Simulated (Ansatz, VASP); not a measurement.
One calculation of MgS, two programs

```xyz
4
Lattice="4.0346 0.0000 0.0000 -2.0173 3.4941 0.0000 0.0000 0.0000 6.6896" Properties=species:S:1:pos:R:3 pbc="T T T"
Mg    2.0173    1.1647    3.3164
Mg    0.0000    2.3294    6.6612
S     0.0000    2.3294    2.5370
S     2.0173    1.1647    5.8818
```

Change from the starting cell: strain +0.000 along x and y, +0.040 along z, atoms carried along.

Alike in both runs: task single point; functional PBEsol; k mesh 6 × 6 × 4; occupations gaussian, width 0.05 eV; no spin polarisation.

```csv
,VASP,Ansatz
version,VASP 6.6.1,Ansatz 0.2.0
potentials or method,"VASP PAW PBE potentials, release 64 (Mg, S), cutoff 520 eV","scalar-relativistic, plane waves, PAW"
valence electrons in the cell,16,32
```

```csv
,VASP,Ansatz,Ansatz less VASP
gap on the k mesh at the Fermi level (eV),3.14,3.14,-0.001
least direct gap on the mesh (eV),3.14,3.14,-0.001
pressure (GPa),-2.3,-2.2,+0.10
"traceless stress, the component that is largest in VASP (GPa)",-2.17,-2.17,+0.001
rms of the force components (eV/Å),0.143,0.143,0.0000
```

VASP's potentials were made for PBE, not for PBEsol. Atom by atom the forces differ by 0.000 eV/Å (rms over components). The functional is the same, so the differences come from potentials, cutoffs and numerics. VASP's potentials hold 16 valence electrons a cell and Ansatz's 32, so a difference there can come from the potentials and not from the codes.
